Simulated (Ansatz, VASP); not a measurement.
**Tl in VASP and in Ansatz**

```
Tl
1.0
     3.47889    0.00000    0.00000
    -1.73944    3.01281    0.00000
     0.00000    0.00000    5.56159
Tl
2
Direct
  0.66667 0.33333 0.75000
  0.33333 0.66667 0.25000
```

Change from the starting cell: volume scaled by 1.02.

Alike in both runs: task single point; functional PBE; k mesh 9 × 9 × 5; occupations fermi-dirac, width 0.05 eV; no spin polarisation.

|  | VASP | Ansatz |
| --- | --- | --- |
| version | VASP 6.6.1 | Ansatz 0.2.0 |
| potentials or method | VASP PAW PBE potentials, release 64 (Tl_d), cutoff 520 eV | all-electron LAPW, scalar-relativistic |

Ansatz gave:

* gap on the k mesh at the Fermi level (eV): none
* pressure (GPa): 2.6
* traceless stress, the component that is largest in VASP (GPa): 0.81

Question: What did VASP give for the same quantities?

Answer: gap on the k mesh at the Fermi level (eV): none; pressure (GPa): 2.5; traceless stress, the component that is largest in VASP (GPa): 0.80.

A gap of «none» marks a metal or a gap that the smearing closes. Ansatz ran all-electron here, and VASP with PAW potentials.

Spin-orbit coupling is off throughout.
